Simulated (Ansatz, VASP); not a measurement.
**Two plane-wave programs on MoS2**

```
S Mo
1.0
     3.13568    0.00000    0.00000
    -1.56784    2.71558    0.00000
     0.00000    0.00000   32.41157
S Mo
2 1
Direct
  0.00000 0.00000 0.45038
  0.33333 0.66667 0.54962
  0.66667 0.33333 0.50000
```

Alike in both runs: functional PBE; dispersion D3(BJ); k mesh 18 × 18 × 1; occupations gaussian, width 0.1 eV; no spin polarisation.

Ansatz relaxed the structure, and its values are those at the end. VASP's run is a single point on that final structure, the one shown.

|  | VASP | Ansatz |
| --- | --- | --- |
| version | VASP 6.6.1 | Ansatz 0.2.0 |
| potentials or method | VASP PAW PBE potentials, release 64 (S, Mo_sv), cutoff 520 eV | scalar-relativistic, plane waves, PAW |
| valence electrons in the cell | 26 | 26 |

Ansatz gave:

```
gap on the k mesh at the Fermi level (eV) : none
rms of the force components (eV/Å)        : 0.000
```

Q: What did VASP give for the same quantities?

A: gap on the k mesh at the Fermi level (eV): none; rms of the force components (eV/Å): 0.005.

A gap of «none» marks a metal or a gap that the smearing closes.
